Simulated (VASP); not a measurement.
# K4Te (P-43m) in VASP: single point with PBE

Aim: the single point of K4Te with PBE.

Everything below comes from runs of VASP 6.6.1. Logs are shortened: lines on timing, memory, paths and dates and some standing lists are left out, and cuts for length are marked.

### Step 1. The cell of the first run

It takes space group P-43m (No. 215, cubic). The conventional cell has a = 6.040 Å, b = 6.040 Å, c = 6.040 Å, α = 90.00°, β = 90.00°, γ = 90.00°. Within 3.4 Å of K (site symmetry 3m) lie 1 Te at 2.55 Å. Within 3.4 Å of Te (site symmetry -43m) lie 4 K at 2.55 Å.

The cell was built from a structure type or drawn by symmetry, and may not be a known phase.

### Step 2. Single point, PBE

Contents of INCAR:

```
ALGO = Normal
EDIFF = 1E-7
ENCUT = 520
GGA = PE
ISIF = 2
ISMEAR = 0
LASPH = True
LCHARG = False
LREAL = False
LWAVE = False
NBANDS = 29
NELM = 80
PREC = Accurate
SIGMA = 0.1
```

Contents of KPOINTS:

```
k-points
0
Gamma
  4 4 4
```

Contents of POSCAR:

```
K4Te
1.0
    6.0400103300      0.0000000000      0.0000000000
    0.0000000000      6.0400103300      0.0000000000
    0.0000000000      0.0000000000      6.0400103300
K Te
4 1
Direct
    0.2437810800      0.7562189200      0.7562189200
    0.7562189200      0.2437810800      0.7562189200
    0.7562189200      0.7562189200      0.2437810800
    0.2437810800      0.2437810800      0.2437810800
    0.0000000000      0.0000000000      0.0000000000
```

Potentials or basis: VASP PAW PBE potentials, release 64 (K_sv, Te).

The run is started by

```sh
$ cat potpaw_PBE.64/K_sv/POTCAR potpaw_PBE.64/Te/POTCAR > POTCAR
$ mpirun -np 1 vasp_std > vasp.out
```

OUTCAR:

```text
EDIFF = 1E-7
   ENCUT = 520
   GGA = PE
   ISIF = 2
   ISMEAR = 0
   LASPH = True
   LREAL = False
   NELM = 80
   PREC = Accurate

 ion  position               nearest neighbor table
   1  0.244  0.756  0.756-   5 2.55
   2  0.756  0.244  0.756-   5 2.55
   3  0.756  0.756  0.244-   5 2.55
   4  0.244  0.244  0.244-   5 2.55
   5  0.000  0.000  0.000-   1 2.55   2 2.55   3 2.55   4 2.55

  LATTYP: Found a simple cubic cell.
 ALAT       =     6.0400103300

  Lattice vectors:

 A1 = (   6.0400103300,   0.0000000000,   0.0000000000)
 A2 = (   0.0000000000,   6.0400103300,   0.0000000000)
 A3 = (   0.0000000000,   0.0000000000,   6.0400103300)

Analysis of symmetry for initial positions (statically):
=====================================================================
 Subroutine PRICEL returns:
 Original cell was already a primitive cell.

 Routine SETGRP: Setting up the symmetry group for a
 simple cubic supercell.

 Subroutine GETGRP returns: Found 24 space group operations
 (whereof 24 operations were pure point group operations)
 out of a pool of 48 trial point group operations.

The static configuration has the point symmetry T_d .

Analysis of symmetry for dynamics (positions and initial velocities):
=====================================================================
 Subroutine PRICEL returns:
 Original cell was already a primitive cell.

 Routine SETGRP: Setting up the symmetry group for a
 simple cubic supercell.

 Subroutine GETGRP returns: Found 24 space group operations
 (whereof 24 operations were pure point group operations)
 out of a pool of 48 trial point group operations.

The dynamic configuration has the point symmetry T_d .

 Subroutine INISYM returns: Found 24 space group operations
 (whereof 24 operations are pure point group operations),
 and found     1 'primitive' translations

----------------------------------------------------------------------------------------

                                     Primitive cell

  volume of cell :     220.3500

  direct lattice vectors                    reciprocal lattice vectors
     6.040010330  0.000000000  0.000000000     0.165562631  0.000000000  0.000000000
     0.000000000  6.040010330  0.000000000     0.000000000  0.165562631  0.000000000
     0.000000000  0.000000000  6.040010330     0.000000000  0.000000000  0.165562631

  length of vectors
     6.040010330  6.040010330  6.040010330     0.165562631  0.165562631  0.165562631

  position of ions in fractional coordinates (direct lattice)
     0.243781080  0.756218920  0.756218920
     0.756218920  0.243781080  0.756218920
     0.756218920  0.756218920  0.243781080
     0.243781080  0.243781080  0.243781080
     0.000000000  0.000000000  0.000000000

  ion indices of the primitive-cell ions
   primitive index   ion index
                 1           1
                 2           2
                 3           3
                 4           4
                 5           5

----------------------------------------------------------------------------------------

 KPOINTS: k-points

Automatic generation of k-mesh.
 Grid dimensions read from file:
 generate k-points for:    4    4    4

 Generating k-lattice:

  Cartesian coordinates                     Fractional coordinates (reciprocal lattice)
     0.041390658  0.000000000  0.000000000     0.250000000  0.000000000  0.000000000
     0.000000000  0.041390658  0.000000000     0.000000000  0.250000000  0.000000000
     0.000000000  0.000000000  0.041390658     0.000000000  0.000000000  0.250000000

  Length of vectors
     0.041390658  0.041390658  0.041390658

  Shift w.r.t. Gamma in fractional coordinates (k-lattice)
     0.000000000  0.000000000  0.000000000

 Subroutine IBZKPT returns following result:
 ===========================================

 Found     10 irreducible k-points:

 Following reciprocal coordinates:
            Coordinates               Weight
  0.000000  0.000000  0.000000      1.000000
  0.250000  0.000000  0.000000      6.000000
  0.500000  0.000000  0.000000      3.000000
  0.250000  0.250000  0.000000     12.000000
  0.500000  0.250000  0.000000     12.000000
  0.500000  0.500000  0.000000      3.000000
  0.250000  0.250000  0.250000      8.000000
  0.500000  0.250000  0.250000     12.000000
  0.500000  0.500000  0.250000      6.000000
  0.500000  0.500000  0.500000      1.000000
   k-points           NKPTS =     10   k-points in BZ     NKDIM =     10   number of bands    NBANDS=     29
   number of dos      NEDOS =    301   number of ions     NIONS =      5
   total plane-waves  NPLWV = 110592
   dimension x,y,z NGX =    48 NGY =   48 NGZ =   48
   dimension x,y,z NGXF=    96 NGYF=   96 NGZF=   96
   ions per type =               4   1
   NGX,Y,Z   is equivalent  to a cutoff of  13.21, 13.21, 13.21 a.u.
   NGXF,Y,Z  is equivalent  to a cutoff of  26.42, 26.42, 26.42 a.u.
 SYSTEM =  unknown system
   PREC   = accura    normal or accurate (medium, high low for compatibility)
   ISTART =      0    job   : 0-new  1-cont  2-samecut
   ICHARG =      2    charge: 1-file 2-atom 10-const
   ISPIN  =      1    spin polarized calculation?
   LNONCOLLINEAR =      F non collinear calculations
   LSORBIT =      F    spin-orbit coupling
   LASPH  =      T    aspherical Exc in radial PAW
   ENCUT  =  520.0 eV  38.22 Ry    6.18 a.u.  11.23 11.23 11.23*2*pi/ulx,y,z
   NELM   =     80;   NELMIN=  2; NELMDL= -5     # of ELM steps
   EDIFF  = 0.1E-06   stopping-criterion for ELM
   LREAL  =      F    real-space projection
   EDIFFG = 0.1E-05   stopping-criterion for IOM
   NSW    =      0    number of steps for IOM
   IBRION =     -1    ionic relax: 0-MD 1-quasi-New 2-CG
   NFREE  =      0    steps in history (QN), initial steepest desc. (CG)
   ISIF   =      2    stress and relaxation
   ISYM   =      2    0-nonsym 1-usesym 2-fastsym
   POTIM  = 0.5000    time-step for ionic-motion
   TEBEG  =    0.0;   TEEND  =   0.0 temperature during run
   PSTRESS=    0.0 pullay stress
   NELECT =      42.0000    total number of electrons
   NUPDOWN=      -1.0000    fix difference up-down
   EMIN   =  10.00;   EMAX   =-10.00  energy-range for DOS
   EFERMI =   0.00;   METHOD = LEGACY
   ISMEAR =     0;   SIGMA  =   0.10  broadening in eV -4-tet -1-fermi 0-gaus
   EFERMI_NEDOS =   21; number of points for ismear=-14 and -15
   IALGO  =     38    algorithm
   IMIX   =      4    mixing-type and parameters
     AMIX     =   0.40;   BMIX     =  1.00
     AMIX_MAG =   1.60;   BMIX_MAG =  1.00
  volume/ion in A,a.u.               =      44.07       297.40
  Fermi-wavevector in a.u.,A,eV,Ry     =   0.942150  1.780406 12.077176  0.887647
  Thomas-Fermi vector in A             =   2.069732
   LORBIT       =      0    0 simple, 1 ext, 2 COOP (PROOUT), +10 PAW based schemes
   GGA     = PE    functional components
   LHFCALC =     F    Hartree Fock is set to
   AEXX    =    0.0000 exact exchange contribution
   IVDW    =     0    specifies the selected vdW correction
   LEPSILON=     F    determine dielectric tensor
   LRPA    =     F    only Hartree local field effects (RPA)
 non-spin polarized calculation
 Gauss-broadening in eV      SIGMA  =   0.10
  energy-cutoff  :      520.00
  volume of cell :      220.35
 maximum number of plane-waves:      6031
 NGX is ok and might be reduce to    48
   NGX = 23   NGY = 23   NGZ = 23

 number of electron      42.0000002 magnetization

 Free energy of the ion-electron system (eV)
  ---------------------------------------------------
  ext. energy  EPLUGINS =         0.00000000
  ---------------------------------------------------
  free energy    TOTEN  =        -4.14801040 eV

  energy without entropy =       -4.12111389  energy(sigma->0) =       -4.13456215

 E-fermi :   1.8221     XC(G=0):  -6.9300

 val. band max:        1.7839109113   @ k =   0.5000   0.5000   0.2500
 cond. band min:       1.8467683655   @ k =   0.5000   0.2500   0.0000
 fundamental gap:      0.0628574543
 Fermi energy:         1.8221099467

 k-point     1 :       0.0000    0.0000    0.0000
  band No.  band energies     occupation
      1     -29.8915      2.00000
      2     -29.8571      2.00000
      3     -29.8571      2.00000
      4     -29.8571      2.00000
      5     -14.3526      2.00000
      6     -13.6438      2.00000
[... 21 lines left out ...]
     28       3.9983      0.00000
     29       3.9983      0.00000

 k-point     2 :       0.2500    0.0000    0.0000
  band No.  band energies     occupation
      1     -29.8879      2.00000
      2     -29.8606      2.00000
      3     -29.8571      2.00000
      4     -29.8571      2.00000
      5     -14.3369      2.00000
      6     -13.6651      2.00000
[... 21 lines left out ...]
     28       4.1027      0.00000
     29       4.6919      0.00000

 k-point     3 :       0.5000    0.0000    0.0000
  band No.  band energies     occupation
      1     -29.8830      2.00000
      2     -29.8655      2.00000
      3     -29.8571      2.00000
      4     -29.8571      2.00000
      5     -14.3201      2.00000
      6     -13.6874      2.00000
[... 21 lines left out ...]
     28       4.4791      0.00000
     29       5.1964      0.00000

 k-point     4 :       0.2500    0.2500    0.0000
  band No.  band energies     occupation
      1     -29.8849      2.00000
      2     -29.8607      2.00000
      3     -29.8596      2.00000
      4     -29.8575      2.00000
      5     -14.3300      2.00000
      6     -13.6784      2.00000
[... 21 lines left out ...]
     28       4.7926      0.00000
     29       4.8050      0.00000

 k-point     5 :       0.5000    0.2500    0.0000
  band No.  band energies     occupation
      1     -29.8808      2.00000
      2     -29.8643      2.00000
      3     -29.8592      2.00000
      4     -29.8582      2.00000
      5     -14.3229      2.00000
      6     -13.6927      2.00000
[... 21 lines left out ...]
     28       4.5920      0.00000
     29       5.1991      0.00000

 k-point     6 :       0.5000    0.5000    0.0000
  band No.  band energies     occupation
      1     -29.8781      2.00000
      2     -29.8620      2.00000
      3     -29.8620      2.00000
      4     -29.8605      2.00000
      5     -14.3257      2.00000
      6     -13.6988      2.00000
[... 21 lines left out ...]
     28       4.4822      0.00000
     29       5.1180      0.00000

 k-point     7 :       0.2500    0.2500    0.2500
  band No.  band energies     occupation
      1     -29.8824      2.00000
      2     -29.8611      2.00000
      3     -29.8595      2.00000
      4     -29.8595      2.00000
      5     -14.3328      2.00000
      6     -13.6775      2.00000
[... 21 lines left out ...]
     28       4.8260      0.00000
     29       4.8260      0.00000

 k-point     8 :       0.5000    0.2500    0.2500
  band No.  band energies     occupation
      1     -29.8793      2.00000
      2     -29.8635      2.00000
      3     -29.8603      2.00000
      4     -29.8595      2.00000
      5     -14.3355      2.00000
      6     -13.6834      2.00000
[... 21 lines left out ...]
     28       4.8238      0.00000
     29       5.3127      0.00000

 k-point     9 :       0.5000    0.5000    0.2500
  band No.  band energies     occupation
      1     -29.8774      2.00000
      2     -29.8620      2.00000
      3     -29.8620      2.00000
      4     -29.8612      2.00000
      5     -14.3477      2.00000
      6     -13.6824      2.00000
[... 21 lines left out ...]
     28       5.0358      0.00000
     29       5.4563      0.00000

 k-point    10 :       0.5000    0.5000    0.5000
  band No.  band energies     occupation
      1     -29.8766      2.00000
      2     -29.8619      2.00000
      3     -29.8619      2.00000
      4     -29.8619      2.00000
      5     -14.3681      2.00000
      6     -13.6698      2.00000
[... 21 lines left out ...]
     28       5.2831      0.00000
     29       5.2831      0.00000

------------------------ aborting loop because EDIFF is reached ----------------------------------------

  FORCE on cell =-STRESS in cart. coord.  units (eV):
  Direction    XX          YY          ZZ          XY          YZ          ZX
  --------------------------------------------------------------------------------------
  -------------------------------------------------------------------------------------
  Total       17.4003990     17.4003990     17.4003990      0.0000000      0.0000000      0.0000000
  in kB      126.5192896    126.5192896    126.5192896      0.0000000      0.0000000      0.0000000
  external PRESSURE =     126.5192896 kB  Pullay stress =       0.0000000 kB

 VOLUME and BASIS-vectors are now :
 -----------------------------------------------------------------------------
  energy-cutoff  :      520.00
  volume of cell :      220.35
      direct lattice vectors                 reciprocal lattice vectors
     6.040010330  0.000000000  0.000000000     0.165562631  0.000000000  0.000000000
     0.000000000  6.040010330  0.000000000     0.000000000  0.165562631  0.000000000
     0.000000000  0.000000000  6.040010330     0.000000000  0.000000000  0.165562631

 POSITION                                       TOTAL-FORCE (eV/Angst)
 -----------------------------------------------------------------------------------
      1.47244      4.56757      4.56757         2.624222     -2.624222     -2.624222
      4.56757      1.47244      4.56757        -2.624222      2.624222     -2.624222
      4.56757      4.56757      1.47244        -2.624222     -2.624222      2.624222
      1.47244      1.47244      1.47244         2.624222      2.624222      2.624222
      0.00000      0.00000      0.00000         0.000000      0.000000     -0.000000
 -----------------------------------------------------------------------------------
    total drift:                               -0.000000     -0.000000     -0.000000

  FREE ENERGIE OF THE ION-ELECTRON SYSTEM (eV)
  ---------------------------------------------------
  free  energy   TOTEN  =        -4.1480103998 eV

  energy  without entropy=       -4.1211138916  energy(sigma->0) =       -4.13456215
```

Run time: 1.7 min. Hardware: 1 thread of Intel Xeon 8259CL, shared host; peak memory 0.33 GiB.

Results:

- Free energy: -4.1480 eV
- Pressure: 12.7 GPa
- Largest force: 4.545 eV/Å
- Band gap on the k mesh: zero (bands 21 and 22 overlap by 0.56 eV)

Forces in eV/Å, atoms in the order of the input:
```
K    2.624 -2.624 -2.624
K   -2.624  2.624 -2.624
K   -2.624 -2.624  2.624
K    2.624  2.624  2.624
Te   0.000  0.000  0.000
```

Caveat: the cell stands under pressure; spin-orbit coupling is left out, which moves the levels of the heavy elements; forces of over 1 eV/Å act on the atoms, so gaps and moduli don't describe the material at rest.
